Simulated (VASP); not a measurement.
# TiN (Fm-3m) in VASP: further runs, part 2 of 2

VASP 6.6.1. Earlier steps stand in the parts before.

## (4) Single point, PBE, collinear spin, ferromagnetic start

This run uses another cell than the first one, of 11.09 Å³/atom, 1.158 times its volume.

The input, INCAR:

```
PREC = Accurate
ENCUT = 520
EDIFF = 1E-6
ISMEAR = 0
SIGMA = 0.05
LREAL = False
LASPH = True
NELM = 150
ALGO = Normal
ISIF = 2
LWAVE = False
LCHARG = False
ISPIN = 2
MAGMOM = 1 0
LORBIT = 11
LMAXMIX = 4
GGA = PE
NBANDS = 20
```

The input, KPOINTS:

```
Automatic mesh
0
Gamma
  8 8 8
```

The input, POSCAR:

```
TiN
1.0
    0.0000000000      2.2300000000      2.2300000000
    2.2300000000      0.0000000000      2.2300000000
    2.2300000000      2.2300000000      0.0000000000
Ti N
1 1
Direct
    0.5000000000      0.5000000000      0.5000000000
    0.0000000000      0.0000000000      0.0000000000
```

Launch:

```bash
$ cat potpaw_PBE.64/Ti_sv/POTCAR potpaw_PBE.64/N/POTCAR > POTCAR
$ mpirun -np 1 vasp_std > vasp.out
```

It took 16 s on 1 thread of AMD EPYC 9R45 (Zen 5), shared host; peak memory 0.13 GiB.

The run converged. Its results:

- Free energy: -19.3176 eV
- Pressure: -29.3 GPa
- Net moment: 0.11 μB per cell
- Site moments: Ti +0.08; N +0.01 μB
- Valence electrons inside the program's atomic spheres: Ti 10.14; N 3.65

Levels at points of the mesh, in eV from the Fermi level:
Spin up:
```
           k point  band 7  band 8  band 9  band 10  band 11  band 12
(0.00, 0.00, 0.00)   -1.84   -1.84   -0.55    -0.55    -0.55     0.42
(0.50, 0.00, 0.00)   -4.73   -4.73    1.25     1.25     1.79     4.63
(0.50, 0.50, 0.00)   -2.97   -2.97   -2.51     1.26     1.80     1.80
```
Spin down:
```
           k point  band 7  band 8  band 9  band 10  band 11  band 12
(0.00, 0.00, 0.00)   -1.82   -1.82   -0.45    -0.45    -0.45     0.47
(0.50, 0.00, 0.00)   -4.70   -4.70    1.35     1.35     1.88     4.67
(0.50, 0.50, 0.00)   -2.95   -2.95   -2.42     1.31     1.91     1.91
```

## (5) Single point, r2SCAN

This run uses another cell than the first one, of 9.48 Å³/atom, 0.989 times its volume.

The input, POSCAR:

```
TiN
1.0
    0.0000000000      2.1162573850      2.1162573850
    2.1162573850      0.0000000000      2.1162573850
    2.1162573850      2.1162573850      0.0000000000
Ti N
1 1
Direct
    0.5000000000      0.5000000000      0.5000000000
    0.0000000000      0.0000000000      0.0000000000
```

The input, INCAR.step1:

```
PREC = Accurate ; ENCUT = 520
ISMEAR = 0 ; SIGMA = 0.05
LREAL = F ; LASPH = T
NELM = 100 ; NBANDS = 16
GGA = PE ; ALGO = Normal
EDIFF = 1E-4 ; LWAVE = T
LCHARG = F
```

The input, INCAR.step2:

```
PREC = Accurate ; ENCUT = 520
EDIFF = 1E-6 ; ISMEAR = 0
SIGMA = 0.05 ; LREAL = F
LASPH = T ; NELM = 100
ALGO = Normal ; ISIF = 2
LWAVE = F ; LCHARG = F
METAGGA = R2SCAN ; LMIXTAU = T
NBANDS = 16 ; ISTART = 1
```

The input, KPOINTS:

```
regular mesh
0
Gamma
  14 14 14
```

Potentials or basis: VASP PAW PBE potentials, release 64 (Ti_sv, N).

Launch:

```bash
$ cat potpaw_PBE.64/Ti_sv/POTCAR potpaw_PBE.64/N/POTCAR > POTCAR
$ cp INCAR.step1 INCAR
$ mpirun -np 1 vasp_std > vasp.out
$ cp INCAR.step2 INCAR
$ mpirun -np 1 vasp_std > vasp.out
```

OUTCAR:

```text
PREC = Accurate
   ENCUT = 520
   EDIFF = 1E-6
   ISMEAR = 0
   LREAL = F
   LASPH = T
   NELM = 100
   ISIF = 2
   METAGGA = R2SCAN
   ISTART = 1

 ion  position               nearest neighbor table
   1  0.500  0.500  0.500-   2 2.12   2 2.12   2 2.12   2 2.12   2 2.12   2 2.12
   2  0.000  0.000  0.000-   1 2.12   1 2.12   1 2.12   1 2.12   1 2.12   1 2.12

  LATTYP: Found a face centered cubic cell.
 ALAT       =     4.2325147700

  Lattice vectors:

 A1 = (   0.0000000000,   2.1162573850,   2.1162573850)
 A2 = (   2.1162573850,   0.0000000000,   2.1162573850)
 A3 = (   2.1162573850,   2.1162573850,   0.0000000000)

Analysis of symmetry for initial positions (statically):
=====================================================================
 Subroutine PRICEL returns:
 Original cell was already a primitive cell.

 Routine SETGRP: Setting up the symmetry group for a
 face centered cubic supercell.

 Subroutine GETGRP returns: Found 48 space group operations
[... 156 lines left out ...]
 number of electron      17.0000001 magnetization

 Free energy of the ion-electron system (eV)
  ---------------------------------------------------
  ext. energy  EPLUGINS =         0.00000000
  ---------------------------------------------------
  free energy    TOTEN  =       -26.01218848 eV

  energy without entropy =      -26.01057834  energy(sigma->0) =      -26.01138341

 E-fermi :  11.7539     XC(G=0): -13.9169

 val. band max:       11.7489029922   @ k =   0.2857   0.0714   0.0000
 cond. band min:      11.7672271302   @ k =   0.5000   0.2857   0.1429
 fundamental gap:      0.0183241380
 Fermi energy:        11.7539278305

 k-point     1 :       0.0000    0.0000    0.0000
  band No.  band energies     occupation
      1     -48.6171      2.00000
      2     -23.5495      2.00000
      3     -23.5494      2.00000
      4     -23.5494      2.00000
      5      -6.5580      2.00000
      6       9.3498      2.00000
[... 433 lines left out ...]
      3     -23.6245      2.00000
      4     -23.6128      2.00000
      5      -5.4145      2.00000
      6       5.3650      2.00000
[... 8 lines left out ...]
     15      25.5530      0.00000
     16      29.2454      0.00000

 [... further k-points ...]
[... 5 lines left out ...]
  --------------------------------------------------------------------------------------
  -------------------------------------------------------------------------------------
  Total        0.1794086      0.1794086      0.1794086      0.0000000      0.0000000      0.0000000
  in kB       15.1641602     15.1641602     15.1641602      0.0000000      0.0000000      0.0000000
  external PRESSURE =      15.1641602 kB  Pullay stress =       0.0000000 kB

 VOLUME and BASIS-vectors are now :
 -----------------------------------------------------------------------------
  energy-cutoff  :      520.00
  volume of cell :       18.96
      direct lattice vectors                 reciprocal lattice vectors
     0.000000000  2.116257385  2.116257385    -0.236266157  0.236266157  0.236266157
     2.116257385  0.000000000  2.116257385     0.236266157 -0.236266157  0.236266157
     2.116257385  2.116257385  0.000000000     0.236266157  0.236266157 -0.236266157

 POSITION                                       TOTAL-FORCE (eV/Angst)
 -----------------------------------------------------------------------------------
      2.11626      2.11626      2.11626        -0.000000      0.000000     -0.000000
      0.00000      0.00000      0.00000         0.000000      0.000000      0.000000
 -----------------------------------------------------------------------------------
    total drift:                                0.000000     -0.000000      0.000000

  FREE ENERGIE OF THE ION-ELECTRON SYSTEM (eV)
  ---------------------------------------------------
  free  energy   TOTEN  =       -26.0121884763 eV

  energy  without entropy=      -26.0105783364  energy(sigma->0) =      -26.01138341
```

It took 88 s on 1 thread of AMD EPYC 9R45 (Zen 5), shared host; peak memory 0.13 GiB.

Results:

| Property | Result |
| --- | --- |
| Free energy | -26.0122 eV |
| Pressure | 1.5 GPa |

Caveat: the PAW data sets were made with another functional, which shifts forces and pressure a little.

## (6) Single point, r2SCAN, collinear spin, ferromagnetic start (volume scaled by 0.960)

The input, POSCAR:

```
TiN
1.0
    0.0000000000      2.0876558061      2.0876558061
    2.0876558061      0.0000000000      2.0876558061
    2.0876558061      2.0876558061      0.0000000000
Ti N
1 1
Direct
    0.5000000000      0.5000000000      0.5000000000
    0.0000000000      0.0000000000      0.0000000000
```

The input, INCAR.step1:

```
ALGO     = Normal         # electronic algorithm
EDIFF    = 1E-4           # SCF threshold, eV
ENCUT    = 520            # plane-wave cutoff, eV
GGA      = PE             # functional
ISMEAR   = 0              # smearing method
ISPIN    = 2              # spin polarisation
LASPH    = True           # aspherical terms in the spheres
LCHARG   = False          # write CHGCAR
LMAXMIX  = 4              # l up to which the mixer works
LREAL    = False          # projectors in reciprocal space
LWAVE    = True           # write WAVECAR
MAGMOM   = 0.05 0         # initial moments
NBANDS   = 20             # bands
NELM     = 150            # most SCF steps
PREC     = Accurate       # precision mode
SIGMA    = 0.05           # smearing width, eV
```

The input, INCAR.step2:

```
ALGO     = Normal         # electronic algorithm
EDIFF    = 1E-7           # SCF threshold, eV
ENCUT    = 520            # plane-wave cutoff, eV
ISIF     = 2              # what is computed and relaxed
ISMEAR   = 0              # smearing method
ISPIN    = 2              # spin polarisation
ISTART   = 1            
LASPH    = True           # aspherical terms in the spheres
LCHARG   = False          # write CHGCAR
LMAXMIX  = 4              # l up to which the mixer works
LMIXTAU  = True         
LORBIT   = 11             # projections on sites
LREAL    = False          # projectors in reciprocal space
LWAVE    = False          # write WAVECAR
MAGMOM   = 0.05 0         # initial moments
METAGGA  = R2SCAN         # meta-GGA
NBANDS   = 20             # bands
NELM     = 150            # most SCF steps
PREC     = Accurate       # precision mode
SIGMA    = 0.05           # smearing width, eV
```

The input, KPOINTS:

```
k-points
0
Gamma
  14 14 14
```

Potentials or basis: VASP PAW PBE potentials, release 64 (Ti_sv, N).

Launch:

```bash
$ cat potpaw_PBE.64/Ti_sv/POTCAR potpaw_PBE.64/N/POTCAR > POTCAR
$ cp INCAR.step1 INCAR
$ mpirun -np 1 vasp_std > vasp.out
$ cp INCAR.step2 INCAR
$ mpirun -np 1 vasp_std > vasp.out
```

Wall time 4.7 min (1 thread of AMD EPYC 9R45 (Zen 5), shared host); peak memory 0.17 GiB.

It converged, with:

```yaml
Free_energy: -25.9732 eV
Pressure: 14.9 GPa
Net_moment: 0.00 μB per cell
Valence_electrons_inside_the_program's_atomic_spheres: Ti 10.44; N 3.83
```

Levels at points of the mesh, in eV from the Fermi level:
Spin up:
```tsv
k point	band 6	band 7	band 8	band 9	band 10	band 11	band 12	band 13
(0.00, 0.00, 0.00)	-2.47	-2.47	-2.47	-0.68	-0.68	-0.68	0.61	0.61
(0.50, 0.00, 0.00)	-8.83	-6.19	-6.19	1.86	1.86	2.61	6.31	6.31
(0.50, 0.50, 0.00)	-6.40	-3.71	-3.71	-3.32	1.77	2.62	2.62	4.05
```
Spin down:
```
           k point  band 7  band 8  band 9  band 10  band 11  band 12
(0.00, 0.00, 0.00)   -2.47   -2.47   -0.68    -0.68    -0.68     0.61
(0.50, 0.00, 0.00)   -6.19   -6.19    1.86     1.86     2.61     6.31
(0.50, 0.50, 0.00)   -3.71   -3.71   -3.32     1.77     2.62     2.62
```

Caveat: the cell differs from its parent crystal (volume scaled by 0.960); the PAW data sets were made with another functional, which shifts forces and pressure a little.

## (7) Overview

| level | spin | cell | k mesh | gap on the mesh (eV) | pressure (GPa) | moment (μB) |
| --- | --- | --- | --- | --- | --- | --- |
| PBE | collinear, ferromagnetic start | a = 3.003 Å, angles 60.0°, 2 atoms | 8 × 8 × 8 | none | 0.5 | 0.10 |
| PBE | collinear, ferromagnetic start | a = 3.045 Å, angles 60.0°, 2 atoms | 8 × 8 × 8 | none | -9.9 | 0.10 |
| PBE | collinear, ferromagnetic start | a = 3.154 Å, angles 60.0°, 2 atoms | 8 × 8 × 8 | none | -29.3 | 0.11 |
| r2SCAN | off | a = 2.993 Å, angles 60.0°, 2 atoms | 14 × 14 × 14 | none | 1.5 | - |
| r2SCAN | collinear, ferromagnetic start | a = 2.952 Å, angles 60.0°, 2 atoms | 14 × 14 × 14 | none | 14.9 | 0.00 |

Alike in all rows: task single point; potentials or basis VASP PAW PBE potentials, release 64 (Ti_sv, N); cutoff (eV) 520; smearing gaussian 0.05 eV.

Caveats: the PAW data sets were made with another functional, which shifts forces and pressure a little (some runs).

Absolute energies hang on the potentials; compare differences alone.
